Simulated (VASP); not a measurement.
## AgCl (Chlorargyrite): relaxation of cell and atoms with PBE

AgCl (Chlorargyrite):

```
Ag Cl
1.0
     0.00000    2.80534    2.80534
     2.80534    0.00000    2.80534
     2.80534    2.80534    0.00000
Ag Cl
1 1
Direct
  0.00000 0.00000 0.00000
  0.50000 0.50000 0.50000
```

```
Program                : VASP 6.6.1
Task                   : relaxation of cell and atoms
Functional             : PBE
Potentials or basis    : VASP PAW PBE potentials, release 64 (Ag, Cl)
Cutoff                 : 600 eV
k mesh                 : 9 × 9 × 9
Occupations            : fermi-dirac, width 0.02 eV
Spin                   : non-collinear spin, zero start, spin-orbit coupling
Starting moments       : [[0.0, 0.0, 0.0], [0.0, 0.0, 0.0]] μB
Dipole correction      : no
Further INCAR settings : ALGO = Normal; EDIFF = 1e-06; IBRION = 2; EDIFFG = -0.005; NSW = 30; ISIF = 3
```

- Relaxed volume: 22.01 Å³/atom
- Relaxed cell: a = 3.963 Å, b = 3.963 Å, c = 3.963 Å, α = 60.00°, β = 60.00°, γ = 60.00°
- Space group after relaxing (to 0.05 Å): Fm-3m (No. 225)
- Energy gained by relaxing: 0.0 meV/atom
- Ionic steps: 5
- Pressure after relaxing: 0.0 GPa
- Net moment: 0.00 μB per cell
- Valence electrons inside the program's atomic spheres: Ag 9.69; Cl 5.07

Final structure:
```yaml
crystal:
  lattice:
    - [0.00000, 2.80259, 2.80259]
    - [2.80259, 0.00000, 2.80259]
    - [2.80259, 2.80259, 0.00000]
  atoms:
    - { symbol: Ag, position: [0.00000, 0.00000, 0.00000] }
    - { symbol: Cl, position: [0.50000, 0.50000, 0.50000] }
```

Moments on the atoms (μB; x, y, z):
```
Ag  0.00 0.00 0.00
Cl  0.00 0.00 0.00
```

Run time: 4.7 min on 1 thread of Oxide Virtual Turin-like Processor (shared host), peak memory 0.32 GiB.
